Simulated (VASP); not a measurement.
# Rb2TeF6 in VASP: density of states with PBE

Aim: the density of states of Rb2TeF6 with PBE.

All numbers are computed with VASP 6.6.1; they aren't measurements. Logs are shortened: lines on timing, memory, paths and dates and some standing lists are left out, and cuts for length are marked.

## Step 1: The cell of the first run

The typed cell holds 9 atoms: a = 5.997 Å, b = 5.997 Å, c = 4.936 Å, α = 90.00°, β = 90.00°, γ = 120.00°.

## Step 2: Density of states, PBE

File POSCAR:

```
Rb2TeF6
1.0
    5.9971460000      0.0000000000      0.0000000000
   -2.9985730000      5.1936830000      0.0000000000
    0.0000000000      0.0000000000      4.9357950000
Rb F Te
2 6 1
Direct
    0.3333000000      0.6667000000      0.6950000000
    0.6667000000      0.3333000000      0.3050000000
    0.1440000000      0.8560000000      0.2130000000
    0.1440000000      0.2880000000      0.2130000000
    0.7120000000      0.8560000000      0.2130000000
    0.8560000000      0.1440000000      0.7870000000
    0.2880000000      0.1440000000      0.7870000000
    0.8560000000      0.7120000000      0.7870000000
    0.0000000000      0.0000000000      0.0000000000
```

File INCAR.step1:

```
SYSTEM = Rb2TeF6
PREC     = Accurate       ! precision mode
ENCUT    = 520            ! plane-wave cutoff, eV
EDIFF    = 1E-6           ! SCF threshold, eV
ISMEAR   = -1             ! smearing method
SIGMA    = 0.1            ! smearing width, eV
LREAL    = .FALSE.        ! projectors in reciprocal space
LASPH    = .TRUE.         ! aspherical terms in the spheres
NELM     = 60             ! most SCF steps
ALGO     = Normal         ! electronic algorithm
ISIF     = 2              ! what is computed and relaxed
LWAVE    = .FALSE.        ! write WAVECAR
LCHARG   = .TRUE.         ! write CHGCAR
GGA      = PE             ! functional
NBANDS   = 43             ! bands
```

File KPOINTS.step1:

```
regular mesh
0
G
  5 5 5
  0 0 0
```

File INCAR.step2:

```
SYSTEM = Rb2TeF6
PREC     = Accurate       ! precision mode
ENCUT    = 520            ! plane-wave cutoff, eV
EDIFF    = 1E-6           ! SCF threshold, eV
ISMEAR   = -5             ! smearing method
SIGMA    = 0.1            ! smearing width, eV
LREAL    = .FALSE.        ! projectors in reciprocal space
LASPH    = .TRUE.         ! aspherical terms in the spheres
NELM     = 60             ! most SCF steps
ALGO     = Normal         ! electronic algorithm
ISIF     = 2              ! what is computed and relaxed
LWAVE    = .FALSE.        ! write WAVECAR
LCHARG   = .FALSE.        ! write CHGCAR
GGA      = PE             ! functional
LORBIT   = 11             ! projections on sites
NEDOS    = 2001           ! points of the DOS
ICHARG   = 11             ! starting density
```

File KPOINTS.step2:

```
regular mesh
0
G
  8 8 8
  0 0 0
```

Potentials or basis: VASP PAW PBE potentials, release 64 (Rb_sv, F, Te).

Launch:

```bash
cat potpaw_PBE.64/Rb_sv/POTCAR potpaw_PBE.64/F/POTCAR potpaw_PBE.64/Te/POTCAR > POTCAR
cp INCAR.step1 INCAR
cp KPOINTS.step1 KPOINTS
mpirun -np 1 vasp_std > vasp.out
cp INCAR.step2 INCAR
cp KPOINTS.step2 KPOINTS
mpirun -np 1 vasp_std > vasp.out
```

OUTCAR:

```text
SYSTEM = Rb2TeF6
   PREC = Accurate
   ENCUT = 520
   EDIFF = 1E-6
   ISMEAR = -5
   LREAL = .FALSE.
   LASPH = .TRUE.
   NELM = 60
   ISIF = 2
   GGA = PE
   LORBIT = 11
   ICHARG = 11

 ion  position               nearest neighbor table
   1  0.333  0.667  0.695-   8 3.04   7 3.04   6 3.04   6 3.04   8 3.04   7 3.04   3 3.09   5 3.09
                             4 3.09   3 3.23   5 3.23   4 3.23   9 3.78   9 3.78   9 3.78   2 3.96
   2  0.667  0.333  0.305-   4 3.04   5 3.04   3 3.04   3 3.04   4 3.04   5 3.04   6 3.09   7 3.09
                             8 3.09   6 3.23   7 3.23   8 3.23   9 3.78   9 3.78   9 3.78   1 3.96
   3  0.144  0.856  0.213-   9 1.83   2 3.04   2 3.04   1 3.09   1 3.23
   4  0.144  0.288  0.213-   9 1.83   2 3.04   2 3.04   1 3.09   1 3.23
   5  0.712  0.856  0.213-   9 1.83   2 3.04   2 3.04   1 3.09   1 3.23
   6  0.856  0.144  0.787-   9 1.83   1 3.04   1 3.04   2 3.09   2 3.23
   7  0.288  0.144  0.787-   9 1.83   1 3.04   1 3.04   2 3.09   2 3.23
   8  0.856  0.712  0.787-   9 1.83   1 3.04   1 3.04   2 3.09   2 3.23
   9  0.000  0.000  0.000-   3 1.83   5 1.83   6 1.83   7 1.83   4 1.83   8 1.83   1 3.78   2 3.78
                             2 3.78   1 3.78   2 3.78   1 3.78

  LATTYP: Found a hexagonal cell.
 ALAT       =     5.9971460000
 C/A-ratio  =     0.8230239851

  Lattice vectors:

 A1 = (   5.9971460000,   0.0000000000,   0.0000000000)
 A2 = (  -2.9985730000,   5.1936830000,   0.0000000000)
 A3 = (   0.0000000000,   0.0000000000,   4.9357950000)

Analysis of symmetry for initial positions (statically):
=====================================================================
 Subroutine PRICEL returns:
 Original cell was already a primitive cell.

 Routine SETGRP: Setting up the symmetry group for a
 hexagonal supercell.

 Subroutine GETGRP returns: Found  4 space group operations
 (whereof  4 operations were pure point group operations)
 out of a pool of 24 trial point group operations.

The static configuration has the point symmetry C_2h.

Analysis of symmetry for dynamics (positions and initial velocities):
=====================================================================
 Subroutine PRICEL returns:
 Original cell was already a primitive cell.

 Routine SETGRP: Setting up the symmetry group for a
 hexagonal supercell.

 Subroutine GETGRP returns: Found  4 space group operations
 (whereof  4 operations were pure point group operations)
 out of a pool of 24 trial point group operations.

The dynamic configuration has the point symmetry C_2h.

 Subroutine INISYM returns: Found  4 space group operations
 (whereof  4 operations are pure point group operations),
 and found     1 'primitive' translations

----------------------------------------------------------------------------------------

                                     Primitive cell

  volume of cell :     153.7366

  direct lattice vectors                    reciprocal lattice vectors
     5.997146000  0.000000000  0.000000000     0.166745982  0.096270797  0.000000000
    -2.998573000  5.193683000  0.000000000     0.000000000  0.192541593  0.000000000
     0.000000000  0.000000000  4.935795000     0.000000000  0.000000000  0.202601607

  length of vectors
     5.997146000  5.997147917  4.935795000     0.192541655  0.192541593  0.202601607

  position of ions in fractional coordinates (direct lattice)
     0.333300000  0.666700000  0.695000000
     0.666700000  0.333300000  0.305000000
     0.144000000  0.856000000  0.213000000
     0.144000000  0.288000000  0.213000000
     0.712000000  0.856000000  0.213000000
     0.856000000  0.144000000  0.787000000
     0.288000000  0.144000000  0.787000000
     0.856000000  0.712000000  0.787000000
     0.000000000  0.000000000  0.000000000

  ion indices of the primitive-cell ions
   primitive index   ion index
                 1           1
                 2           2
                 3           3
                 4           4
                 5           5
                 6           6
                 7           7
                 8           8
                 9           9

----------------------------------------------------------------------------------------

 KPOINTS: regular mesh

Automatic generation of k-mesh.
 Grid dimensions read from file:
 generate k-points for:    8    8    8

 Generating k-lattice:

  Cartesian coordinates                     Fractional coordinates (reciprocal lattice)
     0.020843248  0.012033850  0.000000000     0.125000000  0.000000000  0.000000000
     0.000000000  0.024067699  0.000000000     0.000000000  0.125000000  0.000000000
     0.000000000  0.000000000  0.025325201     0.000000000  0.000000000  0.125000000

  Length of vectors
     0.024067707  0.024067699  0.025325201

  Shift w.r.t. Gamma in fractional coordinates (k-lattice)
     0.000000000  0.000000000  0.000000000

 TETIRR: Found    768 inequivalent tetrahedra from     3072

 Subroutine IBZKPT returns following result:
 ===========================================

 Found    150 irreducible k-points:

 Following reciprocal coordinates:
            Coordinates               Weight
  0.000000  0.000000  0.000000      1.000000
  0.125000  0.000000  0.000000      4.000000
 -0.125000  0.125000  0.000000      2.000000
  0.250000  0.000000  0.000000      4.000000
 -0.250000  0.250000  0.000000      2.000000
  0.375000  0.000000  0.000000      4.000000
[... 16 lines left out ...]
  0.125000  0.000000  0.125000      4.000000
  0.000000  0.125000  0.125000      4.000000
 [... further k-points ...]
   k-points           NKPTS =    150   k-points in BZ     NKDIM =    150   number of bands    NBANDS=     39
   number of dos      NEDOS =   2001   number of ions     NIONS =      9
   total plane-waves  NPLWV =  92160
   dimension x,y,z NGX =    48 NGY =   48 NGZ =   40
   dimension x,y,z NGXF=    96 NGYF=   96 NGZF=   80
   ions per type =               2   6   1
   NGX,Y,Z   is equivalent  to a cutoff of  13.31, 13.31, 13.47 a.u.
   NGXF,Y,Z  is equivalent  to a cutoff of  26.61, 26.61, 26.95 a.u.
 SYSTEM =  Rb2TeF6
   PREC   = accura    normal or accurate (medium, high low for compatibility)
   ISTART =      0    job   : 0-new  1-cont  2-samecut
   ICHARG =     11    charge: 1-file 2-atom 10-const
   ISPIN  =      1    spin polarized calculation?
   LNONCOLLINEAR =      F non collinear calculations
   LSORBIT =      F    spin-orbit coupling
   LASPH  =      T    aspherical Exc in radial PAW
   ENCUT  =  520.0 eV  38.22 Ry    6.18 a.u.  11.15 11.15  9.18*2*pi/ulx,y,z
   NELM   =     60;   NELMIN=  2; NELMDL=  0     # of ELM steps
   EDIFF  = 0.1E-05   stopping-criterion for ELM
   LREAL  =      F    real-space projection
   EDIFFG = 0.1E-04   stopping-criterion for IOM
   NSW    =      0    number of steps for IOM
   IBRION =     -1    ionic relax: 0-MD 1-quasi-New 2-CG
   NFREE  =      0    steps in history (QN), initial steepest desc. (CG)
   ISIF   =      2    stress and relaxation
   ISYM   =      2    0-nonsym 1-usesym 2-fastsym
   POTIM  = 0.5000    time-step for ionic-motion
   TEBEG  =    0.0;   TEEND  =   0.0 temperature during run
   PSTRESS=    0.0 pullay stress
   NELECT =      66.0000    total number of electrons
   NUPDOWN=      -1.0000    fix difference up-down
   EMIN   =  10.00;   EMAX   =-10.00  energy-range for DOS
   EFERMI =   0.00;   METHOD = LEGACY
   ISMEAR =    -5;   SIGMA  =   0.10  broadening in eV -4-tet -1-fermi 0-gaus
   EFERMI_NEDOS =   21; number of points for ismear=-14 and -15
   IALGO  =     38    algorithm
   IMIX   =      4    mixing-type and parameters
     AMIX     =   0.40;   BMIX     =  1.00
     AMIX_MAG =   1.60;   BMIX_MAG =  1.00
  volume/ion in A,a.u.               =      17.08       115.27
  Fermi-wavevector in a.u.,A,eV,Ry     =   1.234991  2.333794 20.751640  1.525202
  Thomas-Fermi vector in A             =   2.369659
   LORBIT       =     11    0 simple, 1 ext, 2 COOP (PROOUT), +10 PAW based schemes
   GGA     = PE    functional components
   LHFCALC =     F    Hartree Fock is set to
   AEXX    =    0.0000 exact exchange contribution
   IVDW    =     0    specifies the selected vdW correction
   LEPSILON=     F    determine dielectric tensor
   LRPA    =     F    only Hartree local field effects (RPA)
 non-spin polarized calculation
 Fermi weights with tetrahedron method with Bloechl corrections
  energy-cutoff  :      520.00
  volume of cell :      153.74
 maximum number of plane-waves:      4163
 NGX is ok and might be reduce to    48

 number of electron      65.9999987 magnetization

 Free energy of the ion-electron system (eV)
  ---------------------------------------------------
  ext. energy  EPLUGINS =         0.00000000
  ---------------------------------------------------
  free energy    TOTEN  =       -32.60735264 eV

  energy without entropy =      -32.60735264  energy(sigma->0) =      -32.60735264

 E-fermi :   4.5981     XC(G=0):  -8.8439

 val. band max:        4.5834494835   @ k =   0.3750   0.2500   0.5000
 cond. band min:       6.7565517437   @ k =   0.5000   0.5000   0.0000
 fundamental gap:      2.1731022601
 Fermi energy:         4.5980973895

 k-point     1 :       0.0000    0.0000    0.0000
  band No.  band energies     occupation
      1     -24.2464      2.00000
      2     -24.0746      2.00000
      3     -23.5770      2.00000
      4     -22.4247      2.00000
      5     -22.4245      2.00000
      6     -22.3732      2.00000
[... 31 lines left out ...]
     38       8.8547      0.00000
     39       8.8549      0.00000

 k-point     2 :       0.1250    0.0000    0.0000
  band No.  band energies     occupation
      1     -24.2341      2.00000
      2     -24.0763      2.00000
      3     -23.5902      2.00000
      4     -22.4253      2.00000
      5     -22.4242      2.00000
      6     -22.3714      2.00000
[... 913 lines left out ...]
     38       8.9756      0.00000
     39       8.9963      0.00000

 k-point    24 :       0.0000    0.1250    0.1250
  band No.  band energies     occupation
      1     -24.2239      2.00000
      2     -24.0787      2.00000
      3     -23.5934      2.00000
      4     -22.4214      2.00000
      5     -22.4211      2.00000
      6     -22.3775      2.00000
[... 31 lines left out ...]
     38       8.8853      0.00000
     39       9.0950      0.00000

 [... further k-points ...]

------------------------ aborting loop because EDIFF is reached ----------------------------------------

  FORCE on cell =-STRESS in cart. coord.  units (eV):
  Direction    XX          YY          ZZ          XY          YZ          ZX
  --------------------------------------------------------------------------------------
  -------------------------------------------------------------------------------------
  Total       31.5423728     31.5415714     29.5968400     -0.0007172      0.0000524     -0.0000908
  in kB      328.7212411    328.7128901    308.4457236     -0.0074748      0.0005457     -0.0009466
  external PRESSURE =     321.9599516 kB  Pullay stress =       0.0000000 kB

 VOLUME and BASIS-vectors are now :
 -----------------------------------------------------------------------------
  energy-cutoff  :      520.00
  volume of cell :      153.74
      direct lattice vectors                 reciprocal lattice vectors
     5.997146000  0.000000000  0.000000000     0.166745982  0.096270797  0.000000000
    -2.998573000  5.193683000  0.000000000     0.000000000  0.192541593  0.000000000
     0.000000000  0.000000000  4.935795000     0.000000000  0.000000000  0.202601607

 POSITION                                       TOTAL-FORCE (eV/Angst)
 -----------------------------------------------------------------------------------
     -0.00030      3.46263      3.43038         0.000718     -0.000414     -0.120484
      2.99887      1.73105      1.50542        -0.000718      0.000414      0.120484
     -1.70319      4.44579      1.05132         5.730454     -3.308481      4.464762
      0.00000      1.49578      1.05132         0.000040      6.616807      4.464691
      1.70319      4.44579      1.05132        -5.730301     -3.308438      4.464691
      4.70176      0.74789      3.88447        -5.730454      3.308481     -4.464762
      1.29538      0.74789      3.88447         5.730301      3.308438     -4.464691
      2.99857      3.69790      3.88447        -0.000040     -6.616807     -4.464691
      0.00000      0.00000      0.00000        -0.000000      0.000000      0.000000
 -----------------------------------------------------------------------------------
    total drift:                                0.000000      0.000000     -0.000000

  FREE ENERGIE OF THE ION-ELECTRON SYSTEM (eV)
  ---------------------------------------------------
  free  energy   TOTEN  =       -32.6073526441 eV

  energy  without entropy=      -32.6073526441  energy(sigma->0) =      -32.60735264

 total charge

# of ion       s       p       d       tot
------------------------------------------
    1        1.940   5.357   0.016   7.313
    2        1.940   5.357   0.016   7.313
    3        1.764   4.409   0.000   6.173
    4        1.764   4.409   0.000   6.173
    5        1.764   4.409   0.000   6.173
    6        1.764   4.409   0.000   6.173
    7        1.764   4.409   0.000   6.173
    8        1.764   4.409   0.000   6.173
    9        1.616   1.432   0.522   3.570
--------------------------------------------------
tot         16.082  38.597   0.555  55.234
```

Wall time 8.2 min (1 thread of Oxide Virtual Turin-like, shared host); peak memory 0.77 GiB.

Results:

| Item | Value |
| --- | --- |
| Valence electrons inside the program's atomic spheres | Rb 7.31; F 6.17; Te 3.57 |

Caveat: spin-orbit coupling is left out, which moves the levels of the heavy elements.
